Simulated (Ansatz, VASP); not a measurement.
## AlGa3N4: VASP beside Ansatz

The input POSCAR:

```
AlGa3N4
1.0
    4.2790680085      0.0000000000      0.0000000000
    0.0000000000      4.2790680085      0.0000000000
    0.0000000000      0.0000000000      4.2790680085
Al Ga N
1 3 4
Direct
    0.0000000000      0.0000000000      0.0000000000
    0.5000000000      0.5000000000      0.0000000000
    0.5000000000      0.0000000000      0.5000000000
    0.0000000000      0.5000000000      0.5000000000
    0.7554235771      0.7554235771      0.2445764229
    0.7554235771      0.2445764229      0.7554235771
    0.2445764229      0.7554235771      0.7554235771
    0.2445764229      0.2445764229      0.2445764229
```

The input INCAR.step1:

```
SYSTEM = AlGa3N4
PREC = Accurate
ENCUT = 520
ISMEAR = 0
SIGMA = 0.02
LREAL = .FALSE.
LASPH = .TRUE.
NELM = 60
GGA = PE
ALGO = Normal
EDIFF = 1E-4
LWAVE = .TRUE.
LCHARG = .FALSE.
```

File INCAR.step2:

```
SYSTEM = AlGa3N4
PREC = Accurate
ENCUT = 520
EDIFF = 1E-6
ISMEAR = 0
SIGMA = 0.02
LREAL = .FALSE.
LASPH = .TRUE.
NELM = 60
ALGO = Normal
ISIF = 2
LWAVE = .FALSE.
LCHARG = .FALSE.
METAGGA = R2SCAN
LMIXTAU = .TRUE.
IBRION = 2
NSW = 50
EDIFFG = -0.01
ISTART = 1
```

File KPOINTS:

```
Automatic mesh
0
G
  6 6 6
  0 0 0
```

Input for Ansatz:

```yaml
crystal:
  lattice:
    - [4.2790680085, 0.0, 0.0]
    - [0.0, 4.2790680085, 0.0]
    - [0.0, 0.0, 4.2790680085]
  atoms:
    - { symbol: Al, position: [0.0, 0.0, 0.0] }
    - { symbol: Ga, position: [0.5, 0.5, 0.0] }
    - { symbol: Ga, position: [0.5, 0.0, 0.5] }
    - { symbol: Ga, position: [0.0, 0.5, 0.5] }
    - { symbol: "N", position: [0.7554235771, 0.7554235771, 0.2445764229] }
    - { symbol: "N", position: [0.7554235771, 0.2445764229, 0.7554235771] }
    - { symbol: "N", position: [0.2445764229, 0.7554235771, 0.7554235771] }
    - { symbol: "N", position: [0.2445764229, 0.2445764229, 0.2445764229] }
basis:
  ecutwfc: 500
kpoints:
  mp_grid: { grid: [6, 6, 6] }
hamiltonian:
  xc: r2scan
scf:
  occupations: { method: gaussian, width: 0.02 }
output:
  forces: true
  stress: true
  eigenvalues: true
relax:
  adjacent_minimum: "off"
  f_tol: 0.01
  max_steps: 30
```

Alike in both runs: task relaxation of the atoms; functional r2SCAN; k mesh 6 × 6 × 6; occupations gaussian, width 0.02 eV; no spin polarisation.

|  | VASP | Ansatz |
| --- | --- | --- |
| version | VASP 6.6.1 | Ansatz 0.2.0 |
| potentials or method | VASP PAW PBE potentials, release 64 (Al, Ga_d, N), cutoff 520 eV | scalar-relativistic, plane waves, PAW |
| valence electrons in the cell | 62 | 62 |

|  | VASP | Ansatz | Ansatz less VASP |
| --- | --- | --- | --- |
| gap on the k mesh at the Fermi level, each at its own relaxed structure (eV) | 3.76 | 3.77 | +0.002 |

VASP's potentials were made for PBE, not for r2SCAN. Ansatz's warnings: stress scf threshold loose.
